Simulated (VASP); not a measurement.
BeS, 2 atoms in the cell. It takes space group F-43m (No. 216, cubic). Conventional cell: a = 4.796 Å, b = 4.796 Å, c = 4.796 Å, α = 90.00°, β = 90.00°, γ = 90.00°. Within 2.8 Å of Be (site symmetry -43m) lie 4 S at 2.08 Å. S (site symmetry -43m) has 4 Be at 2.08 Å within 2.8 Å. 

| Quantity | Value |
| --- | --- |
| Program | VASP 6.6.1 |
| Task | single point |
| Functional | LDA |
| Potentials or basis | VASP PAW LDA potentials, release 64 (Be, S) |
| Cutoff | 520 eV |
| k mesh | 8 × 8 × 8 |
| Occupations | fermi-dirac, width 0.02 eV |
| Spin | no spin polarisation |
| Dipole correction | no |
| Further INCAR settings | ALGO = Normal; EDIFF = 1e-07; NBANDS = 11 |

Potentials or basis: VASP PAW LDA potentials, release 64 (Be, S).

Run with:

```bash
$ cat potpaw_LDA.64/Be/POTCAR potpaw_LDA.64/S/POTCAR > POTCAR
$ mpirun -np 1 vasp_std > vasp.out
```

Hardware: 1 thread of Intel(R) Xeon(R) Platinum 8488C (Sapphire Rapids), with other jobs on the host.

Estimate the wall time of this run.

It took 8.3 s on 1 thread of Intel(R) Xeon(R) Platinum 8488C (Sapphire Rapids), on a shared host, peak memory 0.13 GiB. Counts: scf iterations 12, k points 29.
